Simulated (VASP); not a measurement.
Input of a VASP 6.6.1 run:

Contents of INCAR:

```
PREC = Accurate
ENCUT = 600
EDIFF = 1E-6
ISMEAR = 0
SIGMA = 0.1
LREAL = False
LASPH = True
NELM = 60
ALGO = Normal
ISIF = 3
LWAVE = False
LCHARG = False
GGA = PE
IBRION = 2
NSW = 90
EDIFFG = -0.04
```

Contents of KPOINTS:

```
regular mesh
0
Gamma
  6 6 4
```

Contents of POSCAR:

```
TiTe2
1.0
    4.4513791531      0.0000000000      0.0000000000
   -2.2256895765      3.8550074284      0.0000000000
    0.0000000000      0.0000000000      4.8063063945
Ti Te
1 2
Direct
    0.0000000000      0.0000000000      0.0000000000
    0.3333333333      0.6666666667      0.5000000000
    0.6666666667      0.3333333333      0.5000000000
```

Potentials or basis: VASP PAW PBE potentials, release 64 (Ti_sv, Te).

Run with:

```sh
$ cat potpaw_PBE.64/Ti_sv/POTCAR potpaw_PBE.64/Te/POTCAR > POTCAR
$ mpirun -np 1 vasp_std > vasp.out
```

Q: Predict the relaxed volume.

A: 25.27 Å³/atom.

Q: What does it give for the band gap on the k mesh?

A: Zero (bands 12 and 13 overlap by 1.24 eV).

Q: Estimate the space group after relaxing (to 0.1 Å).

A: P6/mmm (No. 191).

Q: What does it give for the relaxed cell?

A: a = 5.323 Å, b = 5.323 Å, c = 3.090 Å, α = 90.00°, β = 90.00°, γ = 120.00°.

Final structure:
```yaml
crystal:
  lattice:
    - [5.32291, 0.00000, 0.00000]
    - [-2.66145, 4.60978, 0.00000]
    - [0.00000, 0.00000, 3.08956]
  atoms:
    - { symbol: Ti, position: [0.00000, 0.00000, 0.00000] }
    - { symbol: Te, position: [0.33333, 0.66667, 0.50000] }
    - { symbol: Te, position: [0.66667, 0.33333, 0.50000] }
```

Caveat: a cell axis changed by over 15 % at a fixed basis, so the end point is rough; spin-orbit coupling is left out, which moves the levels of the heavy elements.
